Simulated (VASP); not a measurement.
# SrTlBr3 in VASP: notebook, part 2 of 2

VASP 6.6.1. Earlier steps stand in the parts before.

**4. Single point, r2SCAN (strain +1.5%)**

POSCAR

```
SrTlBr3
1.0
    5.9919529718      0.0000000000      0.0000000000
    0.0000000000      5.9919529718      0.0000000000
    0.0000000000      0.0000000000      5.9919529718
Tl Sr Br
1 1 3
Direct
    0.0000000000      0.0000000000      0.0000000000
    0.5000000000      0.5000000000      0.5000000000
    0.5000000000      0.5000000000      0.0000000000
    0.5000000000      0.0000000000      0.5000000000
    0.0000000000      0.5000000000      0.5000000000
```

INCAR.step1

```
PREC     = Accurate       # precision mode
ENCUT    = 520            # plane-wave cutoff, eV
ISMEAR   = 0              # smearing method
SIGMA    = 0.01           # smearing width, eV
LREAL    = False          # projectors in reciprocal space
LASPH    = True           # aspherical terms in the spheres
NELM     = 100            # most SCF steps
NBANDS   = 30             # bands
GGA      = PE             # functional
ALGO     = Normal         # electronic algorithm
EDIFF    = 1E-4           # SCF threshold, eV
LWAVE    = True           # write WAVECAR
LCHARG   = False          # write CHGCAR
```

INCAR.step2

```
PREC     = Accurate       # precision mode
ENCUT    = 520            # plane-wave cutoff, eV
EDIFF    = 1E-7           # SCF threshold, eV
ISMEAR   = 0              # smearing method
SIGMA    = 0.01           # smearing width, eV
LREAL    = False          # projectors in reciprocal space
LASPH    = True           # aspherical terms in the spheres
NELM     = 100            # most SCF steps
ALGO     = Normal         # electronic algorithm
ISIF     = 2              # what is computed and relaxed
LWAVE    = False          # write WAVECAR
LCHARG   = False          # write CHGCAR
METAGGA  = R2SCAN         # meta-GGA
LMIXTAU  = True         
NBANDS   = 30             # bands
ISTART   = 1
```

KPOINTS

```
Automatic mesh
0
Gamma
  4 4 4
```

The run is started by

```bash
cat potpaw_PBE.64/Tl_d/POTCAR potpaw_PBE.64/Sr_sv/POTCAR potpaw_PBE.64/Br/POTCAR > POTCAR
cp INCAR.step1 INCAR
mpirun -np 1 vasp_std > vasp.out
cp INCAR.step2 INCAR
mpirun -np 1 vasp_std > vasp.out
```

Wall time 2.3 min (1 thread of AMD EPYC 9R45 (Zen 5), shared host); peak memory 0.37 GiB.

The run converged. Its results:

- Free energy: -116.6291 eV
- Pressure: -0.8 GPa
- Band gap on the k mesh: 3.58 eV (least direct gap 3.90 eV)

Levels at points of the mesh, in eV from the valence-band top:
| k point | band 20 | band 21 | band 22 | band 23 | band 24 | band 25 |
| --- | --- | --- | --- | --- | --- | --- |
| (0.00, 0.00, 0.00) | -0.29 | -0.29 | -0.29 | 4.88 | 4.88 | 4.88 |
| (0.50, 0.00, 0.00) | -0.52 | -0.32 | -0.32 | 3.58 | 4.52 | 4.52 |
| (0.50, 0.50, 0.00) | -0.70 | -0.70 | 0.00 | 4.19 | 4.23 | 4.23 |
| (0.50, 0.50, 0.50) | 0.00 | 0.00 | 0.00 | 4.75 | 4.75 | 4.75 |

Caveat: the cell differs from its parent crystal (strain +1.5%); the PAW data sets were made with another functional, which shifts forces and pressure a little; spin-orbit coupling is left out, which moves the levels of the heavy elements. A k mesh can miss the band edges.

**5. Single point, r2SCAN (epitaxial xy strain +0.5%)**

POSCAR, as its differences from that of step 4:

```diff
@@ -2,5 +2,5 @@
 1.0
-    5.9919529718      0.0000000000      0.0000000000
-    0.0000000000      5.9919529718      0.0000000000
-    0.0000000000      0.0000000000      5.9919529718
+    5.9329189524      0.0000000000      0.0000000000
+    0.0000000000      5.9329189524      0.0000000000
+    0.0000000000      0.0000000000      5.8988468829
 Tl Sr Br
```

INCAR.step1

```
PREC     = Accurate       # precision mode
ENCUT    = 520            # plane-wave cutoff, eV
ISMEAR   = 0              # smearing method
SIGMA    = 0.01           # smearing width, eV
LREAL    = F              # projectors in reciprocal space
LASPH    = T              # aspherical terms in the spheres
NELM     = 80             # most SCF steps
NBANDS   = 30             # bands
GGA      = PE             # functional
ALGO     = Normal         # electronic algorithm
EDIFF    = 1E-4           # SCF threshold, eV
LWAVE    = T              # write WAVECAR
LCHARG   = F              # write CHGCAR
```

INCAR.step2

```
PREC     = Accurate       # precision mode
ENCUT    = 520            # plane-wave cutoff, eV
EDIFF    = 1E-6           # SCF threshold, eV
ISMEAR   = 0              # smearing method
SIGMA    = 0.01           # smearing width, eV
LREAL    = F              # projectors in reciprocal space
LASPH    = T              # aspherical terms in the spheres
NELM     = 80             # most SCF steps
ALGO     = Normal         # electronic algorithm
ISIF     = 2              # what is computed and relaxed
LWAVE    = F              # write WAVECAR
LCHARG   = T              # write CHGCAR
METAGGA  = R2SCAN         # meta-GGA
LMIXTAU  = T            
LELF     = T              # ELF
LVHAR    = T            
NBANDS   = 30             # bands
ISTART   = 1
```

KPOINTS is that of step 4.

Potentials or basis: VASP PAW PBE potentials, release 64 (Tl_d, Sr_sv, Br).

The run is started by

```bash
cat potpaw_PBE.64/Tl_d/POTCAR potpaw_PBE.64/Sr_sv/POTCAR potpaw_PBE.64/Br/POTCAR > POTCAR
cp INCAR.step1 INCAR
mpirun -np 1 vasp_std > vasp.out
cp INCAR.step2 INCAR
mpirun -np 1 vasp_std > vasp.out
```

OUTCAR:

```text
PREC = Accurate
   ENCUT = 520
   EDIFF = 1E-6
   ISMEAR = 0
   LREAL = F
   LASPH = T
   NELM = 80
   ISIF = 2
   METAGGA = R2SCAN
   ISTART = 1

 ion  position               nearest neighbor table
   1  0.000  0.000  0.000-
   2  0.500  0.500  0.500-   3 2.95   3 2.95   5 2.97   4 2.97   4 2.97   5 2.97
   3  0.500  0.500  0.000-   2 2.95   2 2.95
   4  0.500  0.000  0.500-   2 2.97   2 2.97
   5  0.000  0.500  0.500-   2 2.97   2 2.97

  LATTYP: Found a simple tetragonal cell.
 ALAT       =     5.9329189524
 C/A-ratio  =     0.9942571153

  Lattice vectors:

 A1 = (   5.9329189524,   0.0000000000,   0.0000000000)
 A2 = (   0.0000000000,   5.9329189524,   0.0000000000)
 A3 = (   0.0000000000,   0.0000000000,   5.8988468829)

Analysis of symmetry for initial positions (statically):
=====================================================================
 Subroutine PRICEL returns:
 Original cell was already a primitive cell.

 Routine SETGRP: Setting up the symmetry group for a
 simple tetragonal supercell.

 Subroutine GETGRP returns: Found 16 space group operations
 (whereof 16 operations were pure point group operations)
 out of a pool of 16 trial point group operations.

The static configuration has the point symmetry D_4h.

Analysis of symmetry for dynamics (positions and initial velocities):
=====================================================================
 Subroutine PRICEL returns:
 Original cell was already a primitive cell.

 Routine SETGRP: Setting up the symmetry group for a
 simple tetragonal supercell.

 Subroutine GETGRP returns: Found 16 space group operations
 (whereof 16 operations were pure point group operations)
 out of a pool of 16 trial point group operations.

The dynamic configuration has the point symmetry D_4h.

[... 114 lines left out ...]
   IALGO  =     38    algorithm
   IMIX   =      4    mixing-type and parameters
     AMIX     =   0.40;   BMIX     =  1.00
     AMIX_MAG =   1.60;   BMIX_MAG =  1.00
  volume/ion in A,a.u.               =      41.53       280.24
  Fermi-wavevector in a.u.,A,eV,Ry     =   0.976018  1.844406 12.961056  0.952611
  Thomas-Fermi vector in A             =   2.106603
   LORBIT       =      0    0 simple, 1 ext, 2 COOP (PROOUT), +10 PAW based schemes
   METAGGA = R2SCAN    functional components
   LHFCALC =     F    Hartree Fock is set to
   AEXX    =    0.0000 exact exchange contribution
   IVDW    =     0    specifies the selected vdW correction
   LEPSILON=     F    determine dielectric tensor
   LRPA    =     F    only Hartree local field effects (RPA)
 non-spin polarized calculation
 Gauss-broadening in eV      SIGMA  =   0.01
  energy-cutoff  :      520.00
  volume of cell :      207.64
 maximum number of plane-waves:      5628
 NGX is ok and might be reduce to    48
   NGX = 23   NGY = 23   NGZ = 21

 number of electron      43.9999997 magnetization

 Free energy of the ion-electron system (eV)
  ---------------------------------------------------
  ext. energy  EPLUGINS =         0.00000000
  ---------------------------------------------------
  free energy    TOTEN  =      -116.64850209 eV

  energy without entropy =     -116.64850209  energy(sigma->0) =     -116.64850209

 E-fermi :  -1.1138     XC(G=0):  -7.7282

 val. band max:       -1.1872186441   @ k =   0.5000   0.5000   0.5000
 cond. band min:       2.4097360634   @ k =   0.0000   0.0000   0.5000
 fundamental gap:      3.5969547075
 Fermi energy:        -1.1138278363

 k-point     1 :       0.0000    0.0000    0.0000
  band No.  band energies     occupation
      1     -35.2092      2.00000
      2     -16.6913      2.00000
      3     -16.6864      2.00000
      4     -16.6864      2.00000
      5     -14.4293      2.00000
      6     -14.2188      2.00000
[... 583 lines left out ...]
     29       7.1321      0.00000
     30       7.1545      0.00000

------------------------ aborting loop because EDIFF is reached ----------------------------------------

  FORCE on cell =-STRESS in cart. coord.  units (eV):
  Direction    XX          YY          ZZ          XY          YZ          ZX
  --------------------------------------------------------------------------------------
  -------------------------------------------------------------------------------------
  Total       -0.2692870     -0.2692870      0.0501322      0.0000000      0.0000000      0.0000000
  in kB       -2.0778872     -2.0778872      0.3868326      0.0000000      0.0000000      0.0000000
  external PRESSURE =      -1.2563139 kB  Pullay stress =       0.0000000 kB

 VOLUME and BASIS-vectors are now :
 -----------------------------------------------------------------------------
  energy-cutoff  :      520.00
  volume of cell :      207.64
      direct lattice vectors                 reciprocal lattice vectors
     5.932918952  0.000000000  0.000000000     0.168551097  0.000000000  0.000000000
     0.000000000  5.932918952  0.000000000     0.000000000  0.168551097  0.000000000
     0.000000000  0.000000000  5.898846883     0.000000000  0.000000000  0.169524658

 POSITION                                       TOTAL-FORCE (eV/Angst)
 -----------------------------------------------------------------------------------
      0.00000      0.00000      0.00000         0.000000      0.000000      0.000000
      2.96646      2.96646      2.94942         0.000000      0.000000      0.000000
      2.96646      2.96646      0.00000         0.000000      0.000000      0.000000
      2.96646      0.00000      2.94942         0.000000      0.000000      0.000000
      0.00000      2.96646      2.94942         0.000000      0.000000      0.000000
 -----------------------------------------------------------------------------------
    total drift:                                0.000000     -0.000000     -0.000000

  FREE ENERGIE OF THE ION-ELECTRON SYSTEM (eV)
  ---------------------------------------------------
  free  energy   TOTEN  =      -116.6485020929 eV

  energy  without entropy=     -116.6485020929  energy(sigma->0) =     -116.64850209
```

Wall time 3.5 min (1 thread of AMD EPYC 9R45 (Zen 5), shared host); peak memory 0.4 GiB.

Results:

- Free energy: -116.6485 eV
- Pressure: -0.1 GPa
- Band gap on the k mesh: 3.60 eV (least direct gap 3.92 eV)

Stress tensor (GPa, compression positive):
```
-0.21  0.00  0.00
 0.00 -0.21  0.00
 0.00  0.00  0.04
```

Caveat: the cell differs from its parent crystal (epitaxial xy strain +0.5%); the PAW data sets were made with another functional, which shifts forces and pressure a little; spin-orbit coupling is left out, which moves the levels of the heavy elements. A k mesh can miss the band edges.

**6. Overview**

```csv
level,cell,smearing,gap on the mesh (eV),pressure (GPa)
PBE,"a = 5.992 Å, 5 atoms",fermi-dirac 0.02 eV,3.13,-0.2
r2SCAN,"a = 5.903 Å, 5 atoms",gaussian 0.01 eV,3.61,0.1
r2SCAN,"a = 5.992 Å, 5 atoms",gaussian 0.01 eV,3.58,-0.8
r2SCAN,"a = 5.933, b = 5.933, c = 5.899 Å, 5 atoms",gaussian 0.01 eV,3.60,-0.1
```

Alike in all rows: task single point; potentials or basis VASP PAW PBE potentials, release 64 (Tl_d, Sr_sv, Br); no spin polarisation; k mesh 4 × 4 × 4; cutoff (eV) 520.

Caveats: spin-orbit coupling is left out, which moves the levels of the heavy elements; the PAW data sets were made with another functional, which shifts forces and pressure a little (at least some runs).

Total energies depend on the potentials used, so only differences within one code and one set of settings carry meaning.
